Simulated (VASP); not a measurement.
A run of VASP 6.6.1 is set up as follows.

INCAR

```
PREC = Accurate
ENCUT = 520
EDIFF = 1E-7
ISMEAR = 0
SIGMA = 0.05
LREAL = F
LASPH = T
NELM = 80
ALGO = Normal
ISIF = 2
LWAVE = F
LCHARG = F
GGA = PS
NBANDS = 35
```

Contents of KPOINTS:

```
Automatic mesh
0
Gamma
  9 9 2
```

Contents of POSCAR:

```
WSe2
1.0
    3.2705808386      0.0000000000      0.0000000000
   -1.6352904193      2.8324060913      0.0000000000
    0.0000000000      0.0000000000     23.9869951139
W Se
2 4
Direct
    0.5820639573      0.3333333333      0.1145554758
    0.3333333333      0.6666666667      0.8623778584
    0.3333333333      0.6666666667      0.2073407565
    0.6666666667      0.3333333333      0.9321940382
    0.3333333333      0.6666666667      0.0678059618
    0.6666666667      0.3333333333      0.7926592435
```

Potentials or basis: VASP PAW PBE potentials, release 64 (W_sv, Se).

Command:

```console
$ cat potpaw_PBE.64/W_sv/POTCAR potpaw_PBE.64/Se/POTCAR > POTCAR
$ mpirun -np 1 vasp_std > vasp.out
```

Task: Predict the largest force.

Result: 17.167 eV/Å.

Task: What does it give for the band gap on the k mesh?

Result: Zero (band 26 reaches 2.85 eV, above the bottom of band 27 at 1.72 eV).

Forces in eV/Å, atoms in the order of the input:
```
W     9.123  -2.638  14.301
W     0.002   0.000  -0.005
Se   -0.466  -0.088  -2.363
Se   -0.006   0.003   0.055
Se   -8.651   2.723 -11.917
Se   -0.002   0.000  -0.071
```

Caveat: the cell differs from its parent crystal (atom 1 (W) moved by -0.277 Å along [1 0 0] and -0.553 Å along [0 0 1]); the PAW data sets were made with another functional, which shifts forces and pressure a little; spin-orbit coupling is left out, which moves the levels of the heavy elements.
